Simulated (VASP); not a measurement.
A run of VASP 6.6.1 is set up as follows.

The input POSCAR:

```
Li2S
1.0
    0.0000000000      2.8962988300      2.8962988300
    2.8962988300      0.0000000000      2.8962988300
    2.8962988300      2.8962988300      0.0000000000
Li S
2 1
Direct
    0.2500000000      0.2500000000      0.2500000000
    0.7500000000      0.7500000000      0.7500000000
    0.0000000000      0.0000000000      0.0000000000
```

The input INCAR.step1:

```
  PREC = Accurate
  ENCUT = 830
  ISMEAR = -1
  SIGMA = 0.1
  LREAL = False
  LASPH = True
  NELM = 120
  NBANDS = 13
  GGA = PE
  ALGO = Normal
  EDIFF = 1E-5
  LWAVE = True
  LCHARG = False
  GGA_COMPAT = False
```

INCAR.step2

```
  PREC = Accurate
  ENCUT = 830
  EDIFF = 1E-6
  ISMEAR = -1
  SIGMA = 0.1
  LREAL = False
  LASPH = True
  NELM = 120
  ALGO = Normal
  ISIF = 2
  LWAVE = False
  LCHARG = True
  METAGGA = R2SCAN
  LMIXTAU = True
  LELF = True
  LVHAR = True
  NBANDS = 13
  ISTART = 1
  GGA_COMPAT = False
```

Contents of KPOINTS:

```
regular mesh
0
Gamma
  8 8 8
```

Potentials or basis: VASP PAW PBE potentials, release 64 (Li_sv, S).

Launch:

```bash
$ cat potpaw_PBE.64/Li_sv/POTCAR potpaw_PBE.64/S/POTCAR > POTCAR
$ cp INCAR.step1 INCAR
$ mpirun -np 1 vasp_std > vasp.out
$ cp INCAR.step2 INCAR
$ mpirun -np 1 vasp_std > vasp.out
```

Question: What does it give for the band gap on the k mesh?

Answer: 3.88 eV (least direct gap 4.76 eV).

Question: What does it give for the pressure?

Answer: -2.3 GPa.

Caveat: the PAW data sets were made with another functional, which shifts forces and pressure a little. r2SCAN opens gaps a little over a GGA but as a rule still falls short of measured ones.
